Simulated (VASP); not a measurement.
# Cu (Fm-3m) in VASP: notebook

Runs on Cu. Level: PBEsol. Tasks: single point, relaxation of cell and atoms.

Everything below comes from runs of VASP 6.6.1. Logs are shortened: lines on timing, memory, paths and dates and some standing lists are left out, and cuts for length are marked.

### Step 1. The cell of the first run

It takes space group Fm-3m (No. 225, cubic). Conventional cell: a = 3.563 Å, b = 3.563 Å, c = 3.563 Å, α = 90.00°, β = 90.00°, γ = 90.00°. Cu (site symmetry m-3m) has 12 Cu at 2.52 Å within 3.3 Å.

### Step 2. Single point, PBEsol

File INCAR:

```
SYSTEM = Cu
ALGO = Fast
EDIFF = 1E-6
ENCUT = 520
GGA = PS
ISIF = 2
ISMEAR = 0
LASPH = .True.
LCHARG = .True.
LELF = .True.
LREAL = .False.
LVHAR = .True.
LWAVE = .False.
NBANDS = 12
NELM = 60
PREC = Accurate
SIGMA = 0.1
```

File KPOINTS:

```
k-points
0
Gamma
  20 20 20
  0 0 0
```

File POSCAR:

```
Cu
1.0
    0.0000000000      1.7816373414      1.7816373414
    1.7816373414      0.0000000000      1.7816373414
    1.7816373414      1.7816373414      0.0000000000
Cu
1
Direct
    0.0000000000      0.0000000000      0.0000000000
```

Potentials or basis: VASP PAW PBE potentials, release 64 (Cu).

Run with:

```bash
$ cat potpaw_PBE.64/Cu/POTCAR > POTCAR
$ mpirun -np 1 vasp_std > vasp.out
```

OUTCAR:

```text
SYSTEM = Cu
   EDIFF = 1E-6
   ENCUT = 520
   GGA = PS
   ISIF = 2
   ISMEAR = 0
   LASPH = .True.
   LREAL = .False.
   NELM = 60
   PREC = Accurate

 ion  position               nearest neighbor table
   1  0.000  0.000  0.000-

  LATTYP: Found a face centered cubic cell.
 ALAT       =     3.5632746828

  Lattice vectors:

 A1 = (   0.0000000000,   1.7816373414,   1.7816373414)
 A2 = (   1.7816373414,   0.0000000000,   1.7816373414)
 A3 = (   1.7816373414,   1.7816373414,   0.0000000000)

Analysis of symmetry for initial positions (statically):
=====================================================================
 Subroutine PRICEL returns:
 Original cell was already a primitive cell.

 Routine SETGRP: Setting up the symmetry group for a
 face centered cubic supercell.

 Subroutine GETGRP returns: Found 48 space group operations
 (whereof 48 operations were pure point group operations)
 out of a pool of 48 trial point group operations.

The static configuration has the point symmetry O_h .

Analysis of symmetry for dynamics (positions and initial velocities):
=====================================================================
 Subroutine PRICEL returns:
 Original cell was already a primitive cell.

 Routine SETGRP: Setting up the symmetry group for a
 face centered cubic supercell.

 Subroutine GETGRP returns: Found 48 space group operations
 (whereof 48 operations were pure point group operations)
 out of a pool of 48 trial point group operations.

The dynamic configuration has the point symmetry O_h .

 Subroutine INISYM returns: Found 48 space group operations
 (whereof 48 operations are pure point group operations),
 and found     1 'primitive' translations

----------------------------------------------------------------------------------------

                                     Primitive cell

  volume of cell :      11.3107

  direct lattice vectors                    reciprocal lattice vectors
     0.000000000  1.781637341  1.781637341    -0.280640728  0.280640728  0.280640728
     1.781637341  0.000000000  1.781637341     0.280640728 -0.280640728  0.280640728
     1.781637341  1.781637341  0.000000000     0.280640728  0.280640728 -0.280640728

  length of vectors
     2.519615691  2.519615691  2.519615691     0.486083999  0.486083999  0.486083999

  position of ions in fractional coordinates (direct lattice)
     0.000000000  0.000000000  0.000000000

  ion indices of the primitive-cell ions
   primitive index   ion index
                 1           1

----------------------------------------------------------------------------------------

 KPOINTS: k-points

Automatic generation of k-mesh.
 Grid dimensions read from file:
 generate k-points for:   20   20   20

 Generating k-lattice:

  Cartesian coordinates                     Fractional coordinates (reciprocal lattice)
    -0.014032036  0.014032036  0.014032036     0.050000000  0.000000000  0.000000000
     0.014032036 -0.014032036  0.014032036     0.000000000  0.050000000  0.000000000
     0.014032036  0.014032036 -0.014032036     0.000000000  0.000000000  0.050000000

  Length of vectors
     0.024304200  0.024304200  0.024304200

  Shift w.r.t. Gamma in fractional coordinates (k-lattice)
     0.000000000  0.000000000  0.000000000

 Subroutine IBZKPT returns following result:
 ===========================================

 Found    256 irreducible k-points:

 Following reciprocal coordinates:
            Coordinates               Weight
  0.000000  0.000000  0.000000      1.000000
  0.050000  0.000000  0.000000      8.000000
  0.100000  0.000000  0.000000      8.000000
  0.150000  0.000000  0.000000      8.000000
  0.200000  0.000000  0.000000      8.000000
  0.250000  0.000000  0.000000      8.000000
[... 16 lines left out ...]
 -0.400000  0.050000  0.000000     24.000000
 -0.350000  0.050000  0.000000     24.000000
 [... further k-points ...]
   k-points           NKPTS =    256   k-points in BZ     NKDIM =    256   number of bands    NBANDS=     12
   number of dos      NEDOS =    301   number of ions     NIONS =      1
   total plane-waves  NPLWV =   8000
   dimension x,y,z NGX =    20 NGY =   20 NGZ =   20
   dimension x,y,z NGXF=    40 NGYF=   40 NGZF=   40
   ions per type =               1
   NGX,Y,Z   is equivalent  to a cutoff of  13.20, 13.20, 13.20 a.u.
   NGXF,Y,Z  is equivalent  to a cutoff of  26.39, 26.39, 26.39 a.u.
 SYSTEM =  Cu
   PREC   = accura    normal or accurate (medium, high low for compatibility)
   ISTART =      0    job   : 0-new  1-cont  2-samecut
   ICHARG =      2    charge: 1-file 2-atom 10-const
   ISPIN  =      1    spin polarized calculation?
   LNONCOLLINEAR =      F non collinear calculations
   LSORBIT =      F    spin-orbit coupling
   LASPH  =      T    aspherical Exc in radial PAW
   ENCUT  =  520.0 eV  38.22 Ry    6.18 a.u.   4.68  4.68  4.68*2*pi/ulx,y,z
   NELM   =     60;   NELMIN=  2; NELMDL= -5     # of ELM steps
   EDIFF  = 0.1E-05   stopping-criterion for ELM
   LREAL  =      F    real-space projection
   EDIFFG = 0.1E-04   stopping-criterion for IOM
   NSW    =      0    number of steps for IOM
   IBRION =     -1    ionic relax: 0-MD 1-quasi-New 2-CG
   NFREE  =      0    steps in history (QN), initial steepest desc. (CG)
   ISIF   =      2    stress and relaxation
   ISYM   =      2    0-nonsym 1-usesym 2-fastsym
   POTIM  = 0.5000    time-step for ionic-motion
   TEBEG  =    0.0;   TEEND  =   0.0 temperature during run
   PSTRESS=    0.0 pullay stress
   NELECT =      11.0000    total number of electrons
   NUPDOWN=      -1.0000    fix difference up-down
   EMIN   =  10.00;   EMAX   =-10.00  energy-range for DOS
   EFERMI =   0.00;   METHOD = LEGACY
   ISMEAR =     0;   SIGMA  =   0.10  broadening in eV -4-tet -1-fermi 0-gaus
   EFERMI_NEDOS =   21; number of points for ismear=-14 and -15
   IALGO  =     68    algorithm
   IMIX   =      4    mixing-type and parameters
     AMIX     =   0.40;   BMIX     =  1.00
     AMIX_MAG =   1.60;   BMIX_MAG =  1.00
  volume/ion in A,a.u.               =      11.31        76.33
  Fermi-wavevector in a.u.,A,eV,Ry     =   1.621971  3.065081 35.794070  2.630790
  Thomas-Fermi vector in A             =   2.715660
   LORBIT       =      0    0 simple, 1 ext, 2 COOP (PROOUT), +10 PAW based schemes
   GGA     = PS    functional components
   LHFCALC =     F    Hartree Fock is set to
   AEXX    =    0.0000 exact exchange contribution
   IVDW    =     0    specifies the selected vdW correction
   LEPSILON=     F    determine dielectric tensor
   LRPA    =     F    only Hartree local field effects (RPA)
 non-spin polarized calculation
 RMM-DIIS sequential band-by-band and
 Gauss-broadening in eV      SIGMA  =   0.10
  energy-cutoff  :      520.00
  volume of cell :       11.31
 maximum number of plane-waves:       322
   NGX =  9   NGY =  9   NGZ =  9

 number of electron      11.0000013 magnetization

 Free energy of the ion-electron system (eV)
  ---------------------------------------------------
  ext. energy  EPLUGINS =         0.00000000
  ---------------------------------------------------
  free energy    TOTEN  =        -4.30992758 eV

  energy without entropy =       -4.30863812  energy(sigma->0) =       -4.30928285

 E-fermi :   7.9119     XC(G=0): -13.1620

 val. band max:        7.8582826486   @ k =   0.4500   0.3000   0.0000
 cond. band min:       7.9166557074   @ k =   0.5000   0.2500   0.1000
 fundamental gap:      0.0583730588
 Fermi energy:         7.9118958686

 k-point     1 :       0.0000    0.0000    0.0000
  band No.  band energies     occupation
      1      -1.7776      2.00000
      2       4.7853      2.00000
      3       4.7853      2.00000
      4       4.7853      2.00000
      5       5.6752      2.00000
      6       5.6752      2.00000
      7      30.8747      0.00000
      8      33.8274      0.00000
      9      33.8274      0.00000
     10      33.8274      0.00000
     11      36.3464      0.00000
     12      36.3464      0.00000

 k-point     2 :       0.0500    0.0000    0.0000
  band No.  band energies     occupation
      1      -1.6835      2.00000
      2       4.7642      2.00000
      3       4.8040      2.00000
      4       4.8040      2.00000
      5       5.6675      2.00000
      6       5.6675      2.00000
      7      30.4191      0.00000
      8      32.5275      0.00000
      9      33.5173      0.00000
     10      33.5173      0.00000
     11      36.7857      0.00000
     12      36.7857      0.00000

 k-point     3 :       0.1000    0.0000    0.0000
  band No.  band energies     occupation
      1      -1.4039      2.00000
      2       4.7054      2.00000
      3       4.8541      2.00000
      4       4.8541      2.00000
      5       5.6503      2.00000
      6       5.6503      2.00000
      7      28.4725      0.00000
      8      31.7452      0.00000
      9      32.9177      0.00000
     10      32.9177      0.00000
     11      37.7352      0.00000
     12      38.0377      0.00000
[... 286 lines left out ...]
 k-point    23 :      -0.4000    0.0500    0.0000
  band No.  band energies     occupation
      1       2.4910      2.00000
      2       4.7606      2.00000
      3       4.8109      2.00000
      4       5.5100      2.00000
      5       6.1480      2.00000
      6       6.6074      2.00000
      7      13.5830      0.00000
      8      28.2435      0.00000
      9      30.1943      0.00000
     10      31.0274      0.00000
     11      33.9220      0.00000
     12      35.3440      0.00000

 k-point    24 :      -0.3500    0.0500    0.0000
  band No.  band energies     occupation
      1       2.1343      2.00000
      2       4.8148      2.00000
      3       4.8581      2.00000
      4       4.9630      2.00000
      5       6.0093      2.00000
      6       6.3044      2.00000
      7      15.4606      0.00000
      8      28.2004      0.00000
      9      30.5840      0.00000
     10      31.7789      0.00000
     11      33.9957      0.00000
     12      35.8100      0.00000

 [... further k-points ...]
[... 5 lines left out ...]
  --------------------------------------------------------------------------------------
  -------------------------------------------------------------------------------------
  Total        0.0523312      0.0523312      0.0523312      0.0000000     -0.0000000      0.0000000
  in kB        7.4128254      7.4128254      7.4128254      0.0000000     -0.0000000      0.0000000
  external PRESSURE =       7.4128254 kB  Pullay stress =       0.0000000 kB

 VOLUME and BASIS-vectors are now :
 -----------------------------------------------------------------------------
  energy-cutoff  :      520.00
  volume of cell :       11.31
      direct lattice vectors                 reciprocal lattice vectors
     0.000000000  1.781637341  1.781637341    -0.280640728  0.280640728  0.280640728
     1.781637341  0.000000000  1.781637341     0.280640728 -0.280640728  0.280640728
     1.781637341  1.781637341  0.000000000     0.280640728  0.280640728 -0.280640728

 POSITION                                       TOTAL-FORCE (eV/Angst)
 -----------------------------------------------------------------------------------
      0.00000      0.00000      0.00000        -0.000000      0.000000      0.000000
 -----------------------------------------------------------------------------------
    total drift:                                0.000000      0.000000      0.000000

  FREE ENERGIE OF THE ION-ELECTRON SYSTEM (eV)
  ---------------------------------------------------
  free  energy   TOTEN  =        -4.3099275840 eV

  energy  without entropy=       -4.3086381187  energy(sigma->0) =       -4.30928285
```

Run time: 22 s. Hardware: 1 thread of Intel Xeon Platinum 8375C at 2.90GHz (Ice Lake), shared host; peak memory 0.14 GiB.

What came out:

* Free energy: -4.3099 eV
* Pressure: 0.7 GPa

Levels at points of the mesh, in eV from the Fermi level:
```csv
k point,band 4,band 5,band 6,band 7,band 8,band 9
"(0.00, 0.00, 0.00)",-3.13,-2.24,-2.24,22.96,25.92,25.92
"(0.50, 0.00, 0.00)",-1.63,-1.63,-1.13,4.00,21.44,22.73
"(0.50, 0.50, 0.00)",-1.48,-1.48,1.46,7.44,13.40,13.40
```

Caveat: the PAW data sets were made with another functional, which shifts forces and pressure a little.

### Step 3. Relaxation of cell and atoms, PBEsol

File INCAR:

```
SYSTEM = Cu
  PREC = Accurate
  ENCUT = 600
  EDIFF = 1E-6
  ISMEAR = 0
  SIGMA = 0.1
  LREAL = .False.
  LASPH = .True.
  NELM = 60
  ALGO = Fast
  ISIF = 3
  LWAVE = .False.
  LCHARG = .False.
  GGA = PS
  IBRION = 2
  NSW = 100
  EDIFFG = -0.002
```

File KPOINTS:

```
regular mesh
0
Gamma
  20 20 20
  0 0 0
```

File POSCAR:

```
Cu
1.0
    0.0000000000      1.7818426868      1.7818426868
    1.7818426868      0.0000000000      1.7818426868
    1.7818426868      1.7818426868      0.0000000000
Cu
1
Direct
    0.0000000000      0.0000000000      0.0000000000
```

Potentials or basis: VASP PAW PBE potentials, release 64 (Cu).

Run with:

```bash
$ cat potpaw_PBE.64/Cu/POTCAR > POTCAR
$ mpirun -np 1 vasp_std > vasp.out
```

It took 71 s on 1 thread of Intel Xeon Platinum 8375C at 2.90GHz (Ice Lake), shared host; peak memory 0.15 GiB.

It converged, with:

```
Free energy                            : -4.3102 eV
Relaxed volume                         : 11.37 Å³/atom
Relaxed cell                           : a = 2.524 Å, b = 2.524 Å, c = 2.524 Å, α = 60.00°, β = 60.00°, γ = 60.00°
Space group after relaxing (to 0.05 Å) : Fm-3m (No. 225)
Energy gained by relaxing              : 0.1 meV/atom
Ionic steps                            : 11
Pressure after relaxing                : 0.0 GPa
```

The path:
```csv
step,energy change (eV),largest force (eV/Å),pressure (GPa),volume (Å³)
1,0.0000,0.0000,0.96,11.31
2,0.0000,0.0000,-1.09,11.43
3,-0.0001,0.0000,0.11,11.37
4,-0.0001,0.0000,-0.03,11.37
5,-0.0001,0.0000,-0.18,11.37
6,-0.0001,0.0000,0.36,11.37
7,-0.0001,0.0000,0.06,11.37
8,-0.0001,0.0000,-0.41,11.37
9,-0.0001,0.0000,0.31,11.37
10,-0.0001,0.0000,-0.20,11.37
11,-0.0001,0.0000,0.01,11.37
```

Final structure:
```
CELL_PARAMETERS angstrom
0.00000 1.78476 1.78476
1.78476 0.00000 1.78476
1.78476 1.78476 0.00000
ATOMIC_POSITIONS crystal
Cu 0.00000 0.00000 0.00000
```

Levels at points of the mesh, in eV from the Fermi level:
| k point | band 3 | band 4 | band 5 | band 6 | band 7 | band 8 | band 9 |
| --- | --- | --- | --- | --- | --- | --- | --- |
| (0.00, 0.00, 0.00) | -3.11 | -3.11 | -2.23 | -2.23 | 22.92 | 25.83 | 25.83 |
| (0.50, 0.00, 0.00) | -3.14 | -1.62 | -1.62 | -1.12 | 3.97 | 21.40 | 22.65 |
| (0.50, 0.50, 0.00) | -1.64 | -1.48 | -1.48 | 1.46 | 7.40 | 13.36 | 13.36 |

Caveat: the PAW data sets were made with another functional, which shifts forces and pressure a little.

### Step 4. Single point, PBEsol

This run uses another cell than the first one, of 12.16 Å³/atom, 1.075 times its volume.

File INCAR:

```
PREC = Accurate
ENCUT = 700
EDIFF = 1E-6
ISMEAR = 0
SIGMA = 0.1
LREAL = F
LASPH = T
NELM = 120
ALGO = Normal
ISIF = 2
LWAVE = F
LCHARG = F
GGA = PS
NBANDS = 16
GGA_COMPAT = F
```

File KPOINTS:

```
Automatic mesh
0
Gamma
  8 8 8
```

File POSCAR:

```
Cu
1.0
    0.0000000000      1.8250000000      1.8250000000
    1.8250000000      0.0000000000      1.8250000000
    1.8250000000      1.8250000000      0.0000000000
Cu
1
Direct
    0.0000000000      0.0000000000      0.0000000000
```

Potentials or basis: VASP PAW PBE potentials, release 64 (Cu_sv_GW).

Run with:

```bash
$ cat potpaw_PBE.64/Cu_sv_GW/POTCAR > POTCAR
$ mpirun -np 1 vasp_std > vasp.out
```

It took 6.4 s on 1 thread of Intel Xeon 6975P-C (Granite Rapids), shared host; peak memory 0.15 GiB.

Results (log left out):

```
Free energy : -4.3297 eV
Pressure    : -13.8 GPa
```

Levels at points of the mesh, in eV from the Fermi level:
| k point | band 8 | band 9 | band 10 | band 11 | band 12 | band 13 |
| --- | --- | --- | --- | --- | --- | --- |
| (0.00, 0.00, 0.00) | -2.83 | -2.02 | -2.02 | 22.42 | 24.78 | 24.78 |
| (0.50, 0.00, 0.00) | -1.47 | -1.47 | -0.93 | 3.67 | 20.92 | 21.60 |
| (0.50, 0.50, 0.00) | -1.34 | -1.34 | 1.50 | 6.96 | 12.84 | 12.84 |

Caveat: the k points lie up to 0.37 Å⁻¹ apart; the PAW data sets were made with another functional, which shifts forces and pressure a little.

### Step 5. The runs side by side

| task | potentials or basis | cell | k mesh | cutoff (eV) | second run | gap on the mesh (eV) | pressure (GPa) |
| --- | --- | --- | --- | --- | --- | --- | --- |
| single point | VASP PAW PBE potentials, release 64 (Cu) | a = 2.520 Å, angles 60.0°, 1 atom | 20 × 20 × 20 | 520 | - | none | 0.7 |
| relaxation of cell and atoms | VASP PAW PBE potentials, release 64 (Cu) | relaxed from a = 2.520 Å, angles 60.0°, 1 atom | 20 × 20 × 20 | 600 | - | none | 0.0 |
| single point | VASP PAW PBE potentials, release 64 (Cu_sv_GW) | a = 2.581 Å, angles 60.0°, 1 atom | 8 × 8 × 8 | 700 | valence_matched | none | -13.8 |

Alike in all rows: level PBEsol; no spin polarisation; smearing gaussian 0.1 eV.

Caveats: some runs use coarse meshes; the PAW data sets were made with another functional, which shifts forces and pressure a little.

Absolute energies hang on the potentials; compare differences alone.
